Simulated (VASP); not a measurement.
# AgHgF3 (Pm-3m) in VASP: settings compared

Aim: see how the results for AgHgF3 move with the level of theory and the settings. Levels: PBEsol, r2SCAN+rVV10. Tasks: single point.

Program: VASP 6.6.1. These are calculated values, not measurements. Logs are shortened: lines on timing, memory, paths and dates and some standing lists are left out, and cuts for length are marked.

## 1. The cell of the first run

The structure is cubic, space group Pm-3m (No. 221). The conventional cell has a = 4.442 Å, b = 4.442 Å, c = 4.442 Å, α = 90.00°, β = 90.00°, γ = 90.00°. Within 4.1 Å of Ag (site symmetry m-3m) lie 12 F at 3.14 Å and 8 Hg at 3.85 Å. Within 2.9 Å of Hg (site symmetry m-3m) lie 6 F at 2.22 Å. Within 2.9 Å of F (site symmetry 4/mmm) lie 2 Hg at 2.22 Å.

## 2. Single point, PBEsol

INCAR

```
SYSTEM = AgHgF3
PREC = Accurate
ENCUT = 520
EDIFF = 1E-7
ISMEAR = -1
SIGMA = 0.03
LREAL = .FALSE.
LASPH = .TRUE.
NELM = 100
ALGO = Normal
ISIF = 2
LWAVE = .FALSE.
LCHARG = .FALSE.
GGA = PS
NBANDS = 30
```

KPOINTS

```
regular mesh
0
G
  6 6 6
  0 0 0
```

POSCAR

```
AgHgF3
1.0
    4.4421774979      0.0000000000      0.0000000000
    0.0000000000      4.4421774979      0.0000000000
    0.0000000000      0.0000000000      4.4421774979
Ag Hg F
1 1 3
Direct
    0.0000000000      0.0000000000      0.0000000000
    0.5000000000      0.5000000000      0.5000000000
    0.0000000000      0.5000000000      0.5000000000
    0.5000000000      0.0000000000      0.5000000000
    0.5000000000      0.5000000000      0.0000000000
```

Potentials or basis: VASP PAW PBE potentials, release 64 (Ag, Hg, F).

Started as:

```console
cat potpaw_PBE.64/Ag/POTCAR potpaw_PBE.64/Hg/POTCAR potpaw_PBE.64/F/POTCAR > POTCAR
mpirun -np 1 vasp_std > vasp.out
```

OUTCAR:

```text
SYSTEM = AgHgF3
   PREC = Accurate
   ENCUT = 520
   EDIFF = 1E-7
   ISMEAR = -1
   LREAL = .FALSE.
   LASPH = .TRUE.
   NELM = 100
   ISIF = 2
   GGA = PS

 ion  position               nearest neighbor table
   1  0.000  0.000  0.000-
   2  0.500  0.500  0.500-   3 2.22   4 2.22   5 2.22   5 2.22   4 2.22   3 2.22
   3  0.000  0.500  0.500-   2 2.22   2 2.22
   4  0.500  0.000  0.500-   2 2.22   2 2.22
   5  0.500  0.500  0.000-   2 2.22   2 2.22

  LATTYP: Found a simple cubic cell.
 ALAT       =     4.4421774979

  Lattice vectors:

 A1 = (   4.4421774979,   0.0000000000,   0.0000000000)
 A2 = (   0.0000000000,   4.4421774979,   0.0000000000)
 A3 = (   0.0000000000,   0.0000000000,   4.4421774979)

Analysis of symmetry for initial positions (statically):
=====================================================================
 Subroutine PRICEL returns:
 Original cell was already a primitive cell.

 Routine SETGRP: Setting up the symmetry group for a
 simple cubic supercell.

 Subroutine GETGRP returns: Found 48 space group operations
 (whereof 48 operations were pure point group operations)
 out of a pool of 48 trial point group operations.

The static configuration has the point symmetry O_h .

Analysis of symmetry for dynamics (positions and initial velocities):
=====================================================================
 Subroutine PRICEL returns:
 Original cell was already a primitive cell.

 Routine SETGRP: Setting up the symmetry group for a
 simple cubic supercell.

 Subroutine GETGRP returns: Found 48 space group operations
 (whereof 48 operations were pure point group operations)
 out of a pool of 48 trial point group operations.

The dynamic configuration has the point symmetry O_h .

 Subroutine INISYM returns: Found 48 space group operations
 (whereof 48 operations are pure point group operations),
 and found     1 'primitive' translations

----------------------------------------------------------------------------------------

                                     Primitive cell

  volume of cell :      87.6572

  direct lattice vectors                    reciprocal lattice vectors
     4.442177498  0.000000000  0.000000000     0.225114823  0.000000000  0.000000000
     0.000000000  4.442177498  0.000000000     0.000000000  0.225114823  0.000000000
     0.000000000  0.000000000  4.442177498     0.000000000  0.000000000  0.225114823

  length of vectors
     4.442177498  4.442177498  4.442177498     0.225114823  0.225114823  0.225114823

  position of ions in fractional coordinates (direct lattice)
     0.000000000  0.000000000  0.000000000
     0.500000000  0.500000000  0.500000000
     0.000000000  0.500000000  0.500000000
     0.500000000  0.000000000  0.500000000
     0.500000000  0.500000000  0.000000000

  ion indices of the primitive-cell ions
   primitive index   ion index
                 1           1
                 2           2
                 3           3
                 4           4
                 5           5

----------------------------------------------------------------------------------------

 KPOINTS: regular mesh

Automatic generation of k-mesh.
 Grid dimensions read from file:
 generate k-points for:    6    6    6

 Generating k-lattice:

  Cartesian coordinates                     Fractional coordinates (reciprocal lattice)
     0.037519137  0.000000000  0.000000000     0.166666667  0.000000000  0.000000000
     0.000000000  0.037519137  0.000000000     0.000000000  0.166666667  0.000000000
     0.000000000  0.000000000  0.037519137     0.000000000  0.000000000  0.166666667

  Length of vectors
     0.037519137  0.037519137  0.037519137

  Shift w.r.t. Gamma in fractional coordinates (k-lattice)
     0.000000000  0.000000000  0.000000000

 Subroutine IBZKPT returns following result:
 ===========================================

 Found     20 irreducible k-points:

 Following reciprocal coordinates:
            Coordinates               Weight
  0.000000  0.000000  0.000000      1.000000
  0.166667  0.000000  0.000000      6.000000
  0.333333  0.000000  0.000000      6.000000
  0.500000  0.000000  0.000000      3.000000
  0.166667  0.166667  0.000000     12.000000
  0.333333  0.166667  0.000000     24.000000
[... 12 lines left out ...]
  0.500000  0.500000  0.333333      6.000000
  0.500000  0.500000  0.500000      1.000000
   k-points           NKPTS =     20   k-points in BZ     NKDIM =     20   number of bands    NBANDS=     30
   number of dos      NEDOS =    301   number of ions     NIONS =      5
   total plane-waves  NPLWV =  46656
   dimension x,y,z NGX =    36 NGY =   36 NGZ =   36
   dimension x,y,z NGXF=    72 NGYF=   72 NGZF=   72
   ions per type =               1   1   3
   NGX,Y,Z   is equivalent  to a cutoff of  13.47, 13.47, 13.47 a.u.
   NGXF,Y,Z  is equivalent  to a cutoff of  26.95, 26.95, 26.95 a.u.
 SYSTEM =  AgHgF3
   PREC   = accura    normal or accurate (medium, high low for compatibility)
   ISTART =      0    job   : 0-new  1-cont  2-samecut
   ICHARG =      2    charge: 1-file 2-atom 10-const
   ISPIN  =      1    spin polarized calculation?
   LNONCOLLINEAR =      F non collinear calculations
   LSORBIT =      F    spin-orbit coupling
   LASPH  =      T    aspherical Exc in radial PAW
   ENCUT  =  520.0 eV  38.22 Ry    6.18 a.u.   8.26  8.26  8.26*2*pi/ulx,y,z
   NELM   =    100;   NELMIN=  2; NELMDL= -5     # of ELM steps
   EDIFF  = 0.1E-06   stopping-criterion for ELM
   LREAL  =      F    real-space projection
   EDIFFG = 0.1E-05   stopping-criterion for IOM
   NSW    =      0    number of steps for IOM
   IBRION =     -1    ionic relax: 0-MD 1-quasi-New 2-CG
   NFREE  =      0    steps in history (QN), initial steepest desc. (CG)
   ISIF   =      2    stress and relaxation
   ISYM   =      2    0-nonsym 1-usesym 2-fastsym
   POTIM  = 0.5000    time-step for ionic-motion
   TEBEG  =    0.0;   TEEND  =   0.0 temperature during run
   PSTRESS=    0.0 pullay stress
   NELECT =      44.0000    total number of electrons
   NUPDOWN=      -1.0000    fix difference up-down
   EMIN   =  10.00;   EMAX   =-10.00  energy-range for DOS
   EFERMI =   0.00;   METHOD = LEGACY
   ISMEAR =    -1;   SIGMA  =   0.03  broadening in eV -4-tet -1-fermi 0-gaus
   EFERMI_NEDOS =   21; number of points for ismear=-14 and -15
   IALGO  =     38    algorithm
   IMIX   =      4    mixing-type and parameters
     AMIX     =   0.40;   BMIX     =  1.00
     AMIX_MAG =   1.60;   BMIX_MAG =  1.00
  volume/ion in A,a.u.               =      17.53       118.31
  Fermi-wavevector in a.u.,A,eV,Ry     =   1.301057  2.458642 23.031269  1.692751
  Thomas-Fermi vector in A             =   2.432216
   LORBIT       =      0    0 simple, 1 ext, 2 COOP (PROOUT), +10 PAW based schemes
   GGA     = PS    functional components
   LHFCALC =     F    Hartree Fock is set to
   AEXX    =    0.0000 exact exchange contribution
   IVDW    =     0    specifies the selected vdW correction
   LEPSILON=     F    determine dielectric tensor
   LRPA    =     F    only Hartree local field effects (RPA)
 non-spin polarized calculation
  energy-cutoff  :      520.00
  volume of cell :       87.66
 maximum number of plane-waves:      2376
 NGX is ok and might be reduce to    36
   NGX = 17   NGY = 17   NGZ = 17

 number of electron      43.9999980 magnetization

 Free energy of the ion-electron system (eV)
  ---------------------------------------------------
  ext. energy  EPLUGINS =         0.00000000
  ---------------------------------------------------
  free energy    TOTEN  =       -14.37037172 eV

  energy without entropy =      -14.36711293  energy(sigma->0) =      -14.36874232

 E-fermi :   0.4564     XC(G=0):  -9.5714

 val. band max:        0.4455999160   @ k =   0.5000   0.5000   0.5000
 cond. band min:       0.7106772804   @ k =   0.1667   0.1667   0.0000
 fundamental gap:      0.2650773643
 Fermi energy:         0.4563529608

 k-point     1 :       0.0000    0.0000    0.0000
  band No.  band energies     occupation
      1     -21.6713      2.00000
      2     -21.3705      2.00000
      3     -21.3705      2.00000
      4      -4.2621      2.00000
      5      -4.2621      2.00000
      6      -4.2621      2.00000
[... 22 lines left out ...]
     29      11.0597      0.00000
     30      14.4095      0.00000

 k-point     2 :       0.1667    0.0000    0.0000
  band No.  band energies     occupation
      1     -21.6453      2.00000
      2     -21.3699      2.00000
      3     -21.3689      2.00000
      4      -5.2427      2.00000
      5      -4.4640      2.00000
      6      -4.4640      2.00000
[... 22 lines left out ...]
     29      12.1356      0.00000
     30      13.1100      0.00000

 k-point     3 :       0.3333    0.0000    0.0000
  band No.  band energies     occupation
      1     -21.5939      2.00000
      2     -21.3689      2.00000
      3     -21.3644      2.00000
      4      -6.2157      2.00000
      5      -4.6862      2.00000
      6      -4.6862      2.00000
[... 22 lines left out ...]
     29      11.8375      0.00000
     30      11.8375      0.00000

 k-point     4 :       0.5000    0.0000    0.0000
  band No.  band energies     occupation
      1     -21.5680      2.00000
      2     -21.3683      2.00000
      3     -21.3621      2.00000
      4      -6.5778      2.00000
      5      -4.7754      2.00000
      6      -4.7754      2.00000
[... 484 lines left out ...]
     29      10.0919      0.00000
     30      10.3911      0.00000

 k-point    19 :       0.5000    0.5000    0.3333
  band No.  band energies     occupation
      1     -21.3840      2.00000
      2     -21.3562      2.00000
      3     -21.3562      2.00000
      4      -6.5924      2.00000
      5      -6.5355      2.00000
      6      -6.1402      2.00000
[... 22 lines left out ...]
     29       9.4170      0.00000
     30       9.4170      0.00000

 k-point    20 :       0.5000    0.5000    0.5000
  band No.  band energies     occupation
      1     -21.3552      2.00000
      2     -21.3552      2.00000
      3     -21.3552      2.00000
      4      -6.5914      2.00000
      5      -6.5914      2.00000
      6      -6.4676      2.00000
[... 22 lines left out ...]
     29       8.3808      0.00000
     30       8.3808      0.00000

------------------------ aborting loop because EDIFF is reached ----------------------------------------

  FORCE on cell =-STRESS in cart. coord.  units (eV):
  Direction    XX          YY          ZZ          XY          YZ          ZX
  --------------------------------------------------------------------------------------
  -------------------------------------------------------------------------------------
  Total        0.2667185      0.2667185      0.2667185     -0.0000000     -0.0000000     -0.0000000
  in kB        4.8750150      4.8750150      4.8750150     -0.0000000     -0.0000000     -0.0000000
  external PRESSURE =       4.8750150 kB  Pullay stress =       0.0000000 kB

 VOLUME and BASIS-vectors are now :
 -----------------------------------------------------------------------------
  energy-cutoff  :      520.00
  volume of cell :       87.66
      direct lattice vectors                 reciprocal lattice vectors
     4.442177498  0.000000000  0.000000000     0.225114823  0.000000000  0.000000000
     0.000000000  4.442177498  0.000000000     0.000000000  0.225114823  0.000000000
     0.000000000  0.000000000  4.442177498     0.000000000  0.000000000  0.225114823

 POSITION                                       TOTAL-FORCE (eV/Angst)
 -----------------------------------------------------------------------------------
      0.00000      0.00000      0.00000         0.000000      0.000000      0.000000
      2.22109      2.22109      2.22109         0.000000      0.000000      0.000000
      0.00000      2.22109      2.22109         0.000000      0.000000      0.000000
      2.22109      0.00000      2.22109         0.000000      0.000000      0.000000
      2.22109      2.22109      0.00000         0.000000      0.000000      0.000000
 -----------------------------------------------------------------------------------
    total drift:                                0.000000      0.000000      0.000000

  FREE ENERGIE OF THE ION-ELECTRON SYSTEM (eV)
  ---------------------------------------------------
  free  energy   TOTEN  =       -14.3703717170 eV

  energy  without entropy=      -14.3671129319  energy(sigma->0) =      -14.36874232
```

Run time: 45 s. Hardware: 1 thread of Oxide Virtual Turin-like, shared host; peak memory 0.2 GiB.

What came out:

```yaml
Free_energy: -14.3704 eV
Pressure: 0.5 GPa
Band_gap_on_the_k_mesh: zero (bands 22 and 23 overlap by 0.72 eV)
```

Caveat: the PAW data sets were made with another functional, which shifts forces and pressure a little; spin-orbit coupling is left out, which moves the levels of the heavy elements.

## 3. Single point, r2SCAN+rVV10

This run uses another cell than the first one, of 17.43 Å³/atom.

Changes to POSCAR since step 2:

```diff
@@ -2,5 +2,5 @@
 1.0
-    4.4421774979      0.0000000000      0.0000000000
-    0.0000000000      4.4421774979      0.0000000000
-    0.0000000000      0.0000000000      4.4421774979
+    4.4335868959      0.0000000000      0.0000000000
+    0.0000000000      4.4335868959      0.0000000000
+    0.0000000000      0.0000000000      4.4335868959
 Ag Hg F
```

INCAR.step1

```
  PREC = Accurate
  ENCUT = 520
  ISMEAR = -1
  SIGMA = 0.03
  LREAL = F
  LASPH = T
  NELM = 80
  NBANDS = 30
  GGA = PE
  ALGO = Normal
  EDIFF = 1E-4
  LWAVE = T
  LCHARG = F
```

INCAR.step2

```
  PREC = Accurate
  ENCUT = 520
  EDIFF = 1E-7
  ISMEAR = -1
  SIGMA = 0.03
  LREAL = F
  LASPH = T
  NELM = 80
  ALGO = Normal
  ISIF = 2
  LWAVE = F
  LCHARG = F
  METAGGA = R2SCAN
  LMIXTAU = T
  LUSE_VDW = T
  IVDW_NL = 2
  BPARAM = 11.95
  CPARAM = 0.0093
  NBANDS = 30
  ISTART = 1
```

KPOINTS

```
regular mesh
0
Gamma
  6 6 6
```

Potentials or basis: VASP PAW PBE potentials, release 64 (Ag, Hg, F).

Started as:

```console
cat potpaw_PBE.64/Ag/POTCAR potpaw_PBE.64/Hg/POTCAR potpaw_PBE.64/F/POTCAR > POTCAR
cp INCAR.step1 INCAR
mpirun -np 1 vasp_std > vasp.out
cp INCAR.step2 INCAR
mpirun -np 1 vasp_std > vasp.out
```

Run time: 5.7 min. Hardware: 1 thread of Oxide Virtual Turin-like, shared host; peak memory 0.39 GiB.

The run converged. Its results:

| Quantity | Value |
| --- | --- |
| Free energy | -84.2507 eV |
| Pressure | 0.8 GPa |
| Band gap on the k mesh | zero (bands 22 and 23 overlap by 0.34 eV) |

Levels at points of the mesh, in eV from the Fermi level:
```tsv
k point	band 18	band 19	band 20	band 21	band 22	band 23	band 24	band 25	band 26	band 27
(0.00, 0.00, 0.00)	-2.86	-2.86	-2.72	-2.72	-2.72	-0.42	3.38	8.78	8.78	8.78
(0.50, 0.00, 0.00)	-2.74	-2.47	-2.40	-2.40	-2.19	2.19	3.18	6.90	9.06	9.06
(0.50, 0.50, 0.00)	-2.50	-2.40	-2.28	-2.28	-0.08	2.91	5.23	5.62	5.62	8.83
(0.50, 0.50, 0.50)	-2.71	-2.68	-2.68	-0.08	-0.08	2.62	6.49	7.28	7.28	7.28
```

Caveat: the PAW data sets were made with another functional, which shifts forces and pressure a little; spin-orbit coupling is left out, which moves the levels of the heavy elements.

## 4. Single point, r2SCAN+rVV10

This run uses another cell than the first one, of 17.43 Å³/atom.

POSCAR is that of step 3.

INCAR.step1

```
SYSTEM = AgHgF3
  PREC = Accurate
  ENCUT = 520
  ISMEAR = -1
  SIGMA = 0.03
  LREAL = .FALSE.
  LASPH = .TRUE.
  NELM = 60
  NBANDS = 30
  GGA = PE
  ALGO = Normal
  EDIFF = 1E-4
  LWAVE = .TRUE.
  LCHARG = .FALSE.
```

INCAR.step2

```
SYSTEM = AgHgF3
  PREC = Accurate
  ENCUT = 520
  EDIFF = 1E-7
  ISMEAR = -1
  SIGMA = 0.03
  LREAL = .FALSE.
  LASPH = .TRUE.
  NELM = 60
  ALGO = Normal
  ISIF = 2
  LWAVE = .FALSE.
  LCHARG = .FALSE.
  METAGGA = R2SCAN
  LMIXTAU = .TRUE.
  LUSE_VDW = .TRUE.
  IVDW_NL = 2
  BPARAM = 11.95
  CPARAM = 0.0093
  NBANDS = 30
  ISTART = 1
```

KPOINTS

```
regular mesh
0
G
  6 6 6
  0 0 0
```

Started as:

```console
cat potpaw_PBE.64/Ag/POTCAR potpaw_PBE.64/Hg/POTCAR potpaw_PBE.64/F/POTCAR > POTCAR
cp INCAR.step1 INCAR
mpirun -np 1 vasp_std > vasp.out
cp INCAR.step2 INCAR
mpirun -np 1 vasp_std > vasp.out
```

Run time: 5.7 min. Hardware: 1 thread of Oxide Virtual Turin-like, shared host; peak memory 0.39 GiB.

The run converged. Its results:

| Item | Value |
| --- | --- |
| Free energy | -84.2507 eV |
| Pressure | 0.8 GPa |
| Band gap on the k mesh | zero (bands 22 and 23 overlap by 0.34 eV) |

Levels at points of the mesh, in eV from the Fermi level:
```
           k point  band 18  band 19  band 20  band 21  band 22  band 23  band 24  band 25  band 26  band 27
(0.00, 0.00, 0.00)    -2.86    -2.86    -2.72    -2.72    -2.72    -0.42     3.38     8.78     8.78     8.78
(0.50, 0.00, 0.00)    -2.74    -2.47    -2.40    -2.40    -2.19     2.19     3.18     6.90     9.06     9.06
(0.50, 0.50, 0.00)    -2.50    -2.40    -2.28    -2.28    -0.08     2.91     5.23     5.62     5.62     8.83
(0.50, 0.50, 0.50)    -2.71    -2.68    -2.68    -0.08    -0.08     2.62     6.49     7.28     7.28     7.28
```

Caveat: the PAW data sets were made with another functional, which shifts forces and pressure a little; spin-orbit coupling is left out, which moves the levels of the heavy elements.

The gap in the log of VASP goes by the Fermi energy; the results here count the filled bands.